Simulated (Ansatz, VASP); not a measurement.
## One calculation of Li, two programs

File INCAR:

```
PREC = Accurate
ENCUT = 750
EDIFF = 1E-6
ISMEAR = -1
SIGMA = 0.15
LREAL = F
LASPH = T
NELM = 120
ALGO = Normal
ISIF = 2
LWAVE = F
LCHARG = T
GGA = RP
LELF = T
LVHAR = T
NBANDS = 14
GGA_COMPAT = F
```

KPOINTS

```
Automatic mesh
0
Gamma
  6 6 6
```

POSCAR

```
Li
1.0
    4.4544400000      0.0000000000      0.0000000000
    0.0000000000      4.4544400000      0.0000000000
    0.0000000000      0.0000000000      4.4544400000
Li
4
Direct
    0.8745700000      0.1254300000      0.6254300000
    0.3745700000      0.3745700000      0.3745700000
    0.1254300000      0.6254300000      0.8745700000
    0.6254300000      0.8745700000      0.1254300000
```

Input for Ansatz:

```yaml
crystal:
  lattice:
    - [4.45444, 0.0, 0.0]
    - [0.0, 4.45444, 0.0]
    - [0.0, 0.0, 4.45444]
  atoms:
    - { symbol: Li, position: [0.87457, 0.12543, 0.62543] }
    - { symbol: Li, position: [0.37457, 0.37457, 0.37457] }
    - { symbol: Li, position: [0.12543, 0.62543, 0.87457] }
    - { symbol: Li, position: [0.62543, 0.87457, 0.12543] }
kpoints:
  mp_grid:
    grid: [6, 6, 6]
hamiltonian:
  xc: rpbe
scf:
  occupations:
    method: fermi_dirac
    width: 0.15
output:
  forces: true
  stress: true
```

Alike in both runs: task single point; functional RPBE; k mesh 6 × 6 × 6; occupations fermi-dirac, width 0.15 eV; no spin polarisation.

|  | VASP | Ansatz |
| --- | --- | --- |
| version | VASP 6.6.1 | Ansatz 0.2.0 |
| potentials or method | VASP PAW PBE potentials, release 64 (Li_sv) | plane waves, PAW |
| plane-wave cutoff (eV) | 750 | 420 |
| valence electrons in the cell | 12 | 12 |

Ansatz gave:

- pressure (GPa): 0.6

Problem. Which values does VASP return?

Solution. Pressure (GPa): 0.4.

VASP's potentials were made for PBE, not for RPBE.
